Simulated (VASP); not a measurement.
A run of VASP 6.6.1:

Contents of INCAR:

```
ALGO = Normal
EDIFF = 1E-7
ENCUT = 520
GGA = PS
ISIF = 2
ISMEAR = -1
LASPH = T
LCHARG = T
LELF = T
LREAL = F
LVHAR = T
LWAVE = F
NBANDS = 15
NELM = 80
PREC = Accurate
SIGMA = 0.05
```

Contents of KPOINTS:

```
k-points
0
Gamma
  10 10 8
```

File POSCAR:

```
HfB2
1.0
    3.1326790839      0.0000000000      0.0000000000
   -1.5663395419      2.7129796685      0.0000000000
    0.0000000000      0.0000000000      3.4792139900
Hf B
1 2
Direct
    0.0000000000      0.0000000000      0.0000000000
    0.3500000000      0.6750000000      0.5000000000
    0.6500000000      0.3250000000      0.5000000000
```

Potentials or basis: VASP PAW PBE potentials, release 64 (Hf_pv, B).

The run is started by

```console
$ cat potpaw_PBE.64/Hf_pv/POTCAR potpaw_PBE.64/B/POTCAR > POTCAR
$ mpirun -np 1 vasp_std > vasp.out
```

Hardware: 1 thread of Intel(R) Xeon(R) Platinum 8559C (Emerald Rapids), with other jobs on the host.

Q: How long does it take, and how much memory?

A: Wall time 23 s on 1 thread of Intel(R) Xeon(R) Platinum 8559C (Emerald Rapids), with other jobs on the host, peak memory 0.19 GiB. Counts: scf iterations 13, k points 155.
